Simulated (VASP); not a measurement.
Wanted: the native input for a VASP 6.6.1 run.

```
Task                   : single point
Functional             : PBE
Potentials or basis    : VASP PAW PBE potentials, release 64 (Cu, O)
Cutoff                 : 520 eV
k mesh                 : 6 × 6 × 4
Occupations            : gaussian, width 0.1 eV
Spin                   : collinear spin, ferromagnetic start
Starting moments       : [1.0, 1.0, 0.0, 0.0] μB
Dipole correction      : no
Further INCAR settings : ALGO = Normal; EDIFF = 1e-06; NBANDS = 29
```

The structure of CuO lies in POSCAR:

```
CuO
1.0
    2.3418500000     -1.7113000000      0.0000000000
    2.3418500000      1.7113000000      0.0000000000
   -0.8500274268      0.0000000000      5.0578693947
Cu O
2 2
Direct
    0.0000000000      0.5000000000      0.0000000000
    0.5000000000      0.0000000000      0.5000000000
    0.5816000000      0.4184000000      0.2500000000
    0.4184000000      0.5816000000      0.7500000000
```

One way to write it, as run:

INCAR

```
PREC = Accurate ; ENCUT = 520
EDIFF = 1E-6 ; ISMEAR = 0
SIGMA = 0.1 ; LREAL = False
LASPH = True ; NELM = 150
ALGO = Normal ; ISIF = 2
LWAVE = False ; LCHARG = True
ISPIN = 2 ; MAGMOM = 1 1 0 0
LORBIT = 11 ; LMAXMIX = 4
GGA = PE ; LELF = True
LVHAR = True ; NBANDS = 29
```

KPOINTS

```
Automatic mesh
0
Gamma
  6 6 4
```

Potentials or basis: VASP PAW PBE potentials, release 64 (Cu, O).

The run is started by

```sh
$ cat potpaw_PBE.64/Cu/POTCAR potpaw_PBE.64/O/POTCAR > POTCAR
$ mpirun -np 1 vasp_std > vasp.out
```

It gave:

| Item | Value |
| --- | --- |
| Pressure | 6.4 GPa |
| Largest force | 0.246 eV/Å |
| Band gap on the k mesh | zero (filled and empty bands overlap) |
| Net moment | 0.00 μB per cell |
| Valence electrons inside the program's atomic spheres | Cu 9.91; O 4.96 |

Caveat: the k points lie up to 0.38 Å⁻¹ apart; semilocal functionals often make such compounds metallic where correlation or magnetic order opens a gap, which also shifts bond lengths.

Run time: 68 s on 1 thread of Intel Xeon 6975P-C, with other jobs on the host, peak memory 0.23 GiB.
